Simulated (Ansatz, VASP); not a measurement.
Given: the input of a run of VASP 6.6.1 on Si.

Contents of INCAR:

```
PREC = Accurate
ENCUT = 520
EDIFF = 1E-6
ISMEAR = 0
SIGMA = 0.019000000000000003
LREAL = False
LASPH = True
NELM = 100
ALGO = Normal
ISIF = 2
LWAVE = False
LCHARG = True
GGA = PE
LELF = True
LVHAR = True
NBANDS = 11
```

KPOINTS

```
regular mesh
0
Gamma
  8 8 10
```

File POSCAR:

```
Si
1.0
    4.1209500000      0.0000000000      0.0000000000
   -2.0604700000      3.5688500000      0.0000000000
    0.0000000000      0.0000000000      2.6547900000
Si
2
Direct
    0.3333300000      0.6666700000      0.5000000000
    0.6666700000      0.3333300000      0.5000000000
```

Potentials or basis: VASP PAW PBE potentials, release 64 (Si).

The run is started by

```sh
$ cat potpaw_PBE.64/Si/POTCAR > POTCAR
$ mpirun -np 1 vasp_std > vasp.out
```

**Question.** Translate it to Ansatz 0.2.0. Potentials there: Ansatz PAW.

**Answer.** As run (the cutoff follows the program's own potentials):

File input.yaml:

```yaml
crystal:
  lattice:
    - [4.12095, 0.0, 0.0]
    - [-2.06047, 3.56885, 0.0]
    - [0.0, 0.0, 2.65479]
  atoms:
    - { symbol: Si, position: [0.33333, 0.66667, 0.5] }
    - { symbol: Si, position: [0.66667, 0.33333, 0.5] }
hamiltonian:
  xc: pbe
  pseudopotentials: { kind: paw }
kpoints:
  mp_grid: { grid: [8, 8, 10] }
scf:
  occupations: { method: gaussian, width: 0.019 }
output:
  forces: true
  stress: true
  eigenvalues: true
```

Potentials or basis: Ansatz PAW.

Run with:

```console
$ ansatz run input.yaml --threads 2 --pin off --max-ram 5632MiB --backend cpu --events-out ev --progress --plain --runs-dir out
```

Both were run:

|  | VASP | Ansatz | Ansatz less VASP |
| --- | --- | --- | --- |
| gap on the k mesh at the Fermi level (eV) | none | none | - |
| pressure (GPa) | 0.0 | 0.0 | +0.06 |
| traceless stress, the component that is largest in VASP (GPa) | -0.49 | -0.52 | -0.032 |

A gap of «none» marks a metal or a gap that the smearing closes.
